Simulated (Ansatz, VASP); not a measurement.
Ru in VASP and in Ansatz

```
Ru
1.0
     2.68952    0.00000    0.00000
    -1.34476    2.32920    0.00000
     0.00000    0.00000    4.06058
Ru
2
Cartesian
  0.0000 1.5528 1.0151
  1.3448 0.7764 3.0454
```

Change from the starting cell: strain -0.0450 x Voigt [0, 0, 1, 0, 0, 0], atoms carried along.

Alike in both runs: task single point; functional PBEsol; k mesh 24 × 24 × 14; occupations gaussian, width 0.15 eV; no spin polarisation.

|  | VASP | Ansatz |
| --- | --- | --- |
| version | VASP 6.6.1 | Ansatz 0.2.0 |
| potentials or method | VASP PAW PBE potentials, release 64 (Ru_pv), cutoff 520 eV | scalar-relativistic, plane waves, PAW |
| valence electrons in the cell | 28 | 32 |

|  | VASP | Ansatz | Ansatz less VASP |
| --- | --- | --- | --- |
| gap on the k mesh at the Fermi level (eV) | none | none | - |
| pressure (GPa) | 19.7 | 19.6 | -0.08 |
| traceless stress, the component that is largest in VASP (GPa) | 17.27 | 17.21 | -0.058 |

VASP's potentials were made for PBE, not for PBEsol. A gap of «none» marks a metal or a gap that the smearing closes. VASP's potentials hold 28 valence electrons a cell and Ansatz's 32, so a difference there can come from the potentials and not from the codes.
